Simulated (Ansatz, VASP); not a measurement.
## Two plane-wave programs on KBr

```
K Br
1.0
     0.00000    3.14388    3.01289
     3.14388    0.00000    3.01289
     3.14388    3.14388    0.00000
K Br
1 1
Cartesian
  0.0000 0.0000 0.0000
  3.1439 3.1439 3.0129
```

Change from the starting cell: strain -0.040 along x and y, -0.080 along z, atoms carried along.

Alike in both runs: task single point; functional PBEsol; k mesh 6 × 6 × 6; occupations gaussian, width 0.05 eV; no spin polarisation.

|  | VASP | Ansatz |
| --- | --- | --- |
| version | VASP 6.6.1 | Ansatz 0.2.0 |
| potentials or method | VASP PAW PBE potentials, release 64 (K_sv, Br), cutoff 520 eV | scalar-relativistic, plane waves, PAW |
| valence electrons in the cell | 16 | 16 |

VASP gave:

| Item | Value |
| --- | --- |
| gap on the k mesh at the Fermi level (eV) | 4.74 |
| least direct gap on the mesh (eV) | 4.74 |
| pressure (GPa) | 4.1 |
| traceless stress, the component that is largest in VASP (GPa) | 2.25 |

**Question.** Which values does Ansatz return?

**Answer.** gap on the k mesh at the Fermi level (eV): 4.74; least direct gap on the mesh (eV): 4.74; pressure (GPa): 4.0; traceless stress, the component that is largest in VASP (GPa): 2.21.

VASP's potentials were made for PBE, not for PBEsol. With one functional, cell and mesh, what is left measures potentials, basis and numerics.
